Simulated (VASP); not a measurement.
Runs of VASP 6.6.1 on InAs. The structure is that of space group I4/mmm (No. 139), or close to it. The cells are those of the table. 

```csv
cell,gap on the mesh (eV),pressure (GPa)
"a = 4.160, b = 4.160, c = 3.997 Å, angles 61.3, 61.3, 57.4°, 2 atoms",none,(a)
"a = 3.841, b = 3.841, c = 3.997 Å, angles 58.6, 58.6, 62.7°, 2 atoms",none,8.8
"a = 4.010, b = 4.010, c = 4.317 Å, angles 57.4, 57.4, 65.1°, 2 atoms",none,(b)
"a = 4.160, b = 4.160, c = 4.317 Å, angles 58.7, 58.7, 62.5°, 2 atoms",none,-6.9
"a = 3.841, b = 3.841, c = 3.677 Å, angles 61.4, 61.4, 57.2°, 2 atoms",none,19.7
```

Alike in all rows: task single point; level PBEsol; potentials or basis VASP PAW PBE potentials, release 64 (In_d, As); no spin polarisation; k mesh 18 × 18 × 18; cutoff (eV) 520; smearing gaussian 0.15 eV.

Q: Estimate the missing entries.

A: (a) -3.8; (b) -0.7.

Caveats: the PAW data sets were made with another functional, which shifts forces and pressure a little; spin-orbit coupling is left out, which moves the levels of the heavy elements.

A k mesh can miss the band edges, and the runs leave out spin-orbit coupling on As, In.

A gap of «none» marks levels without a gap at the run's occupations.
